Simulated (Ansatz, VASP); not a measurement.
CuI3 in VASP and in Ansatz

File INCAR:

```
SYSTEM = CuI3
  PREC = Accurate
  ENCUT = 520
  EDIFF = 1E-6
  ISMEAR = 0
  SIGMA = 0.05
  LREAL = .False.
  LASPH = .True.
  NELM = 150
  ALGO = Normal
  ISIF = 2
  LWAVE = .False.
  LCHARG = .True.
  ISPIN = 2
  MAGMOM = 0 0 0 0
  LORBIT = 11
  LMAXMIX = 4
  LDAU = .True.
  LDAUTYPE = 2
  LDAUL = 2 -1
  LDAUU = 4 0
  LDAUJ = 0 0
  LDAUPRINT = 1
  GGA = PE
  LELF = .True.
  LVHAR = .True.
  NBANDS = 28
```

KPOINTS

```
regular mesh
0
Gamma
  6 6 6
  0 0 0
```

Contents of POSCAR:

```
CuI3
1.0
    5.6414485421      0.0000000000      0.0000000000
    0.0000000000      5.6414485421      0.0000000000
    0.0000000000      0.0000000000      5.6414485421
Cu I
1 3
Direct
    0.0000000000      0.0000000000      0.0000000000
    0.5000000000      0.0000000000      0.0000000000
    0.0000000000      0.0000000000      0.5000000000
    0.0000000000      0.5000000000      0.0000000000
```

Input for Ansatz:

```yaml
crystal:
  lattice:
    - [5.6414485421, 0.0, 0.0]
    - [0.0, 5.6414485421, 0.0]
    - [0.0, 0.0, 5.6414485421]
  atoms:
    - { symbol: Cu, position: [0.0, 0.0, 0.0], spin: 0.05 }
    - { symbol: I, position: [0.5, 0.0, 0.0] }
    - { symbol: I, position: [0.0, 0.0, 0.5] }
    - { symbol: I, position: [0.0, 0.5, 0.0] }
basis:
  ecutwfc: 420
  ecutrho_ratio: 4
kpoints:
  mp_grid: { grid: [6, 6, 6] }
hamiltonian:
  xc: pbe
  hubbard:
    sites:
      - { species: Cu, l: d, u_eff: 4.0, starting_ns: start.occupation_matrices }
    ns_hold: { iters: 6 }
scf:
  occupations: { method: gaussian, width: 0.05 }
  lower_state_search: "off"
output:
  forces: true
  stress: true
  eigenvalues: true
  populations: true
  hubbard: { sites: [{ species: Cu, l: d }] }
magnetization:
  spin_polarized: true
```

Alike in both runs: task single point; functional PBE; k mesh 6 × 6 × 6; occupations gaussian, width 0.05 eV; collinear spin; Hubbard terms Cu d U = 4.0 eV.

|  | VASP | Ansatz |
| --- | --- | --- |
| version | VASP 6.6.1 | Ansatz 0.2.0 |
| potentials or method | VASP PAW PBE potentials, release 64 (Cu, I), cutoff 520 eV | scalar-relativistic, plane waves, PAW |
| valence electrons in the cell | 32 | 70 |

VASP gave:

```
pressure (GPa) : -1.9
```

Task: Estimate Ansatz's values.

Result: Pressure (GPa): -1.8.

The programs project onto different local orbitals, so the same U acts differently, and such runs can settle in different states. VASP's potentials hold 32 valence electrons a cell and Ansatz's 70, so a difference there can come from the potentials and not from the codes. Ansatz's warnings: filled band counts differ across k points, seeded moment not kept.

Spin-orbit coupling is off throughout.
